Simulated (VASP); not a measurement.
Input of a VASP 6.6.1 run:

Contents of INCAR:

```
  ALGO = Normal
  EDIFF = 1E-6
  ENCUT = 520
  ISIF = 2
  ISMEAR = 0
  ISPIN = 2
  LASPH = T
  LCHARG = F
  LMAXMIX = 4
  LORBIT = 11
  LREAL = F
  LWAVE = F
  MAGMOM = 0.25
  NBANDS = 18
  NELM = 150
  NUPDOWN = 0.25
  PREC = Accurate
  SIGMA = 0.15
```

Contents of KPOINTS:

```
k-points
0
Gamma
  22 22 22
```

The input POSCAR:

```
Rh
1.0
    0.0000000000      1.9138416690      1.9138416690
    1.9138416690      0.0000000000      1.9138416690
    1.9138416690      1.9138416690      0.0000000000
Rh
1
Direct
    0.0000000000      0.0000000000      0.0000000000
```

Potentials or basis: VASP PAW LDA potentials, release 64 (Rh_pv).

Run with:

```bash
$ cat potpaw_LDA.64/Rh_pv/POTCAR > POTCAR
$ mpirun -np 1 vasp_std > vasp.out
```

Question: Estimate the pressure.

Answer: -14.7 GPa.

Caveat: the cell stands under tension; the total moment is fixed, so each spin has its own Fermi level and the state may be an excited one.
